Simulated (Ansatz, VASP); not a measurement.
**SrTi2O4: VASP beside Ansatz**

```
CELL_PARAMETERS angstrom
-0.00046 -3.08074 -0.00042
-4.98968 -0.00073 -0.01587
0.04218 -0.00092 -6.05146
ATOMIC_POSITIONS crystal
Sr 0.00002 0.99995 0.50000
Ti 0.49998 0.50001 0.00000
Ti 0.00000 0.00002 0.00000
O 0.49992 0.15565 0.19751
O 0.50011 0.84435 0.80248
O 0.00013 0.33730 0.81722
O 0.99984 0.66271 0.18279
```

Change from the starting cell: cell x1, atoms moved at random (sigma 0.15 Å) and cell strained at random (1.5 %), then relaxed without symmetry.

Alike in both runs: functional PBE; k mesh 8 × 4 × 4; occupations gaussian, width 0.2 eV; no spin polarisation.

Ansatz relaxed the structure, and its values are those at the end. VASP's run is a single point on that final structure, the one shown.

```csv
,VASP,Ansatz
version,VASP 6.6.1,Ansatz 0.2.0
potentials or method,"VASP PAW PBE potentials, release 64 (Sr_sv, Ti_sv, O), cutoff 520 eV","scalar-relativistic, plane waves, PAW"
valence electrons in the cell,58,58
```

```csv
,VASP,Ansatz,Ansatz less VASP
gap on the k mesh at the Fermi level (eV),none,none,-
pressure (GPa),0.7,0.0,-0.63
rms of the force components (eV/Å),0.013,0.002,-0.0111
```

A gap of «none» marks a metal or a gap that the smearing closes. The functional is the same, so the differences come from potentials, cutoffs and numerics.
